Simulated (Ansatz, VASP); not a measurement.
## One calculation of GaP, two programs

Contents of INCAR:

```
PREC = Accurate
ENCUT = 520
EDIFF = 1E-6
ISMEAR = 0
SIGMA = 0.015
LREAL = F
LASPH = T
NELM = 80
ALGO = Normal
ISIF = 2
LWAVE = F
LCHARG = F
GGA = PE
NBANDS = 16
```

KPOINTS

```
Automatic mesh
0
Gamma
  8 8 8
```

Contents of POSCAR:

```
GaP
1.0
    0.0000000000      2.7252500000      2.7252500000
    2.7252500000      0.0000000000      2.7252500000
    2.7252500000      2.7252500000      0.0000000000
Ga P
1 1
Direct
    0.0000000000      0.0000000000      0.0000000000
    0.7500000000      0.7500000000      0.7500000000
```

The input input.yaml:

```yaml
crystal:
  lattice:
    - [0.0, 2.72525, 2.72525]
    - [2.72525, 0.0, 2.72525]
    - [2.72525, 2.72525, 0.0]
  atoms:
    - { symbol: Ga, position: [0.0, 0.0, 0.0] }
    - { symbol: P, position: [0.75, 0.75, 0.75] }
kpoints:
  mp_grid: { grid: [8, 8, 8] }
scf:
  occupations: { method: gaussian, width: 0.015 }
hamiltonian:
  xc: pbe
  pseudopotentials: { kind: all_electron, lapw: { basis_error: 0.001 } }
output:
  forces: true
  stress: true
  eigenvalues: true
```

Alike in both runs: task single point; functional PBE; k mesh 8 × 8 × 8; occupations gaussian, width 0.015 eV; no spin polarisation.

|  | VASP | Ansatz |
| --- | --- | --- |
| version | VASP 6.6.1 | Ansatz 0.2.0 |
| potentials or method | VASP PAW PBE potentials, release 64 (Ga_d, P), cutoff 520 eV | all-electron LAPW, scalar-relativistic |

```tsv
	VASP	Ansatz	Ansatz less VASP
gap on the k mesh at the Fermi level (eV)	1.64	1.64	+0.003
least direct gap on the mesh (eV)	1.83	1.83	+0.004
pressure (GPa)	2.4	2.5	+0.06
```

Ansatz ran all-electron here, and VASP with PAW potentials.
